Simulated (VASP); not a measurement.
Runs of VASP 6.6.1 on K. The structure is that of space group Fm-3m (No. 225), or close to it. The cells are those of the table. 

| task | cell | cutoff (eV) | gap on the mesh (eV) | pressure (GPa) |
| --- | --- | --- | --- | --- |
| single point | a = 4.262 Å, angles 60.0°, 1 atom | 520 | none | 1.0 |
| relaxation of cell and atoms | relaxed to 1 GPa from a = 4.499 Å, angles 60.0°, 1 atom | 600 | none | 1.0 |
| single point | a = 3.587 Å, angles 60.0°, 1 atom | 520 | none | 10.0 |
| single point | a = 4.499 Å, angles 60.0°, 1 atom | 520 | none | 0.0 |
| relaxation of cell and atoms | relaxed from a = 3.569 Å, angles 60.0°, 1 atom | 600 | none | 0.0 |
| single point | a = 3.917 Å, angles 60.0°, 1 atom | 520 | none | 4.0 |
| single point | a = 3.410 Å, angles 60.0°, 1 atom | 520 | none | (a) |
| single point | a = 4.112 Å, angles 60.0°, 1 atom | 520 | none | (b) |
| single point | a = 3.729 Å, angles 60.0°, 1 atom | 520 | none | 7.0 |

Alike in all rows: level LDA; potentials or basis VASP PAW LDA potentials, release 64 (K_sv); no spin polarisation; k mesh 18 × 18 × 18; smearing fermi-dirac 0.1 eV.

Fill in the values left out.

(a) 15.0; (b) 2.0.

Caveats: the cell is relaxed towards a set pressure, so the enthalpy falls and the energy may rise (some runs).

A gap of «none» marks levels without a gap at the run's occupations.
